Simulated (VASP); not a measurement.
Write the native input for VASP 6.6.1 that does the following.

| Item | Value |
| --- | --- |
| Task | single point |
| Functional | r2SCAN |
| Potentials or basis | VASP PAW PBE potentials, release 64 (Si, O) |
| Cutoff | 520 eV |
| k mesh | 6 × 6 × 4 |
| Occupations | gaussian, width 0.05 eV |
| Spin | no spin polarisation |
| Dipole correction | no |
| Further INCAR settings | ALGO = Normal; EDIFF = 1e-06; NBANDS = 34 |

SiO2:

```xyz
9
Lattice="4.9838 0.0000 0.0000 -2.4919 4.3161 0.0000 0.0000 0.0000 5.3749" Properties=species:S:1:pos:R:3 pbc="T T T"
Si   -1.2459    2.1580    1.7916
Si    1.2459    2.1580    3.5832
Si    2.4919    0.0000    0.0000
O     0.9351    3.4173    4.4790
O     2.4919    2.5184    2.6874
O     3.4270    0.8988    0.8958
O     1.5568    0.8988    4.4790
O     0.0000    1.7977    2.6874
O    -0.9351    3.4173    0.8958
```

This cell differs from its parent crystal: strain -0.015 along x and y, -0.030 along z.

The input as run:

POSCAR

```
SiO2
1.0
    4.9837826479      0.0000000000      0.0000000000
   -2.4918913239      4.3160823800      0.0000000000
    0.0000000000      0.0000000000      5.3748530148
Si O
3 6
Direct
    0.0000000000      0.5000000000      0.3333333333
    0.5000000000      0.5000000000      0.6666666667
    0.5000000000      0.0000000000      0.0000000000
    0.5834989535      0.7917494768      0.8333333333
    0.7917494768      0.5834989535      0.5000000000
    0.7917494768      0.2082505232      0.1666666667
    0.4165010465      0.2082505232      0.8333333333
    0.2082505232      0.4165010465      0.5000000000
    0.2082505232      0.7917494768      0.1666666667
```

INCAR.step1

```
PREC = Accurate ; ENCUT = 520
ISMEAR = 0 ; SIGMA = 0.05
LREAL = False ; LASPH = True
NELM = 60 ; NBANDS = 34
GGA = PE ; ALGO = Normal
EDIFF = 1E-4 ; LWAVE = True
LCHARG = False
```

INCAR.step2

```
PREC = Accurate ; ENCUT = 520
EDIFF = 1E-6 ; ISMEAR = 0
SIGMA = 0.05 ; LREAL = False
LASPH = True ; NELM = 60
ALGO = Normal ; ISIF = 2
LWAVE = False ; LCHARG = False
METAGGA = R2SCAN ; LMIXTAU = True
NBANDS = 34 ; ISTART = 1
```

KPOINTS

```
regular mesh
0
Gamma
  6 6 4
```

Potentials or basis: VASP PAW PBE potentials, release 64 (Si, O).

Launch:

```bash
$ cat potpaw_PBE.64/Si/POTCAR potpaw_PBE.64/O/POTCAR > POTCAR
$ cp INCAR.step1 INCAR
$ mpirun -np 1 vasp_std > vasp.out
$ cp INCAR.step2 INCAR
$ mpirun -np 1 vasp_std > vasp.out
```

Results of the run:

```
Pressure               : 13.2 GPa
Largest force          : 0.501 eV/Å
Band gap on the k mesh : 6.57 eV (least direct gap 6.82 eV)
```

Caveat: the cell differs from its parent crystal (strain -0.015 along x and y, -0.030 along z); the cell stands under pressure; the PAW data sets were made with another functional, which shifts forces and pressure a little.

Run time: 6.9 min on 1 thread of Intel(R) Xeon(R) Platinum 8259CL CPU @ 2.50GHz (Skylake/Cascade Lake), on a shared host, peak memory 0.27 GiB.
